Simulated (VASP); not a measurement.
The system is Os.

```xyz
2
Lattice="2.7157 0.0000 0.0000 -1.3579 2.3519 0.0000 0.0000 0.0000 4.2907" Properties=species:S:1:pos:R:3 pbc="T T T"
Os    1.3579    0.7840    3.2180
Os    0.0000    1.5679    1.0727
```

Base run:

```yaml
Program: VASP 6.6.1
Functional: r2SCAN
Dispersion: rVV10
Potentials_or_basis: VASP PAW PBE potentials, release 64 (Os)
Cutoff: 520 eV
k_mesh: 11 × 11 × 6
Occupations: fermi-dirac, width 0.05 eV
Spin: no spin polarisation
```

Its results: band gap on the k mesh zero (band 8 reaches 11.84 eV, above the bottom of band 9 at 7.65 eV); pressure 10.0 GPa.

Task: The run is repeated on the same cell with these changes: dispersion from rVV10 to D3(BJ). What comes out?

Result: Band gap on the k mesh zero (band 8 reaches 11.83 eV, above the bottom of band 9 at 7.65 eV); pressure 7.9 GPa.

Caveats: the PAW data sets were made with another functional, which shifts forces and pressure a little; spin-orbit coupling is left out, which moves the levels of the heavy elements; pairwise dispersion overbinds metals, which lowers pressure and volume (some runs).
